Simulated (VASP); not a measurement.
## AlCu: single point with PBEsol

AlCu:

```
Al Cu
1.0
     3.14719   -0.62944   -0.62944
    -0.62944    3.14719   -0.62944
    -0.62944   -0.62944    3.14719
Al Cu
1 1
Direct
  0.00000 0.00000 0.00000
  0.50000 0.50000 0.50000
```

This cell differs from its parent crystal: ratio of the length along [111] to the lengths across it x 0.5, volume and fractional coordinates fixed.

| Quantity | Value |
| --- | --- |
| Program | VASP 6.6.1 |
| Task | single point |
| Functional | PBEsol |
| Potentials or basis | VASP PAW PBE potentials, release 64 (Al, Cu) |
| Cutoff | 520 eV |
| k mesh | 18 × 18 × 18 |
| Occupations | gaussian, width 0.15 eV |
| Spin | no spin polarisation |
| Dipole correction | no |
| Further INCAR settings | ALGO = Fast; EDIFF = 1e-06; NBANDS = 14 |

```yaml
Pressure: 112.7 GPa
Band_gap_on_the_k_mesh: zero (bands 7 and 8 overlap by 8.38 eV)
```

Stress tensor (GPa, compression positive):
```
112.71 122.92 122.92
122.92 112.71 122.92
122.92 122.92 112.71
```

Levels at points of the mesh, in eV from the Fermi level:
| k point | band 3 | band 4 | band 5 | band 6 | band 7 | band 8 | band 9 | band 10 | band 11 | band 12 |
| --- | --- | --- | --- | --- | --- | --- | --- | --- | --- | --- |
| (0.00, 0.00, 0.00) | -6.71 | -6.71 | -4.91 | -4.91 | 5.69 | 6.73 | 6.73 | 10.17 | 10.17 | 11.28 |
| (0.50, 0.00, 0.00) | -6.63 | -5.60 | -4.96 | -4.86 | -3.90 | 4.37 | 4.61 | 5.58 | 6.89 | 12.66 |
| (0.50, 0.00, 0.50) | -6.48 | -5.87 | -5.02 | -4.51 | -3.41 | 2.86 | 3.61 | 7.00 | 7.80 | 13.71 |
| (0.50, 0.50, 0.50) | -7.05 | -4.72 | -4.72 | -1.27 | -0.26 | 0.25 | 0.25 | 2.06 | 2.06 | 16.39 |

Run time: 90 s on 1 thread of Intel(R) Xeon(R) Platinum 8559C (Emerald Rapids) (shared host), peak memory 0.32 GiB.

Caveat: atoms lie so close that the PAW spheres overlap strongly, which falsifies energies and pressures; the cell stands under pressure; the PAW data sets were made with another functional, which shifts forces and pressure a little.
